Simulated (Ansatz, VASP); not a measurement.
## Two plane-wave programs on CaPtCl6

```
Ca Pt Cl
1.0
     3.18716    1.84011    5.82769
    -3.18716    1.84011    5.82769
     0.00000   -3.68021    5.82769
Ca Pt Cl
1 1 6
Direct
  0.50000 0.50000 0.50000
  0.00000 0.00000 0.00000
  0.05493 0.38957 0.78744
  0.94507 0.61043 0.21256
  0.38957 0.78744 0.05493
  0.61043 0.21256 0.94507
  0.21256 0.94507 0.61043
  0.78744 0.05493 0.38957
```

Alike in both runs: functional PBE; k mesh 6 × 6 × 6; occupations gaussian, width 0.02 eV; no spin polarisation.

Ansatz relaxed the structure, and its values are those at the end. VASP's run is a single point on that final structure, the one shown.

|  | VASP | Ansatz |
| --- | --- | --- |
| version | VASP 6.6.1 | Ansatz 0.2.0 |
| potentials or method | VASP PAW PBE potentials, release 64 (Ca_sv, Pt, Cl), cutoff 520 eV | scalar-relativistic, plane waves, PAW |
| valence electrons in the cell | 62 | 70 |

```csv
,VASP,Ansatz,Ansatz less VASP
gap on the k mesh at the Fermi level (eV),1.68,1.67,-0.004
least direct gap on the mesh (eV),1.72,1.71,-0.004
pressure (GPa),-0.2,0.0,+0.15
rms of the force components (eV/Å),0.020,0.000,-0.0200
```

With one functional, cell and mesh, what is left measures potentials, basis and numerics. VASP's potentials hold 62 valence electrons a cell and Ansatz's 70, so a difference there can come from the potentials and not from the codes.

Spin-orbit coupling is off throughout.
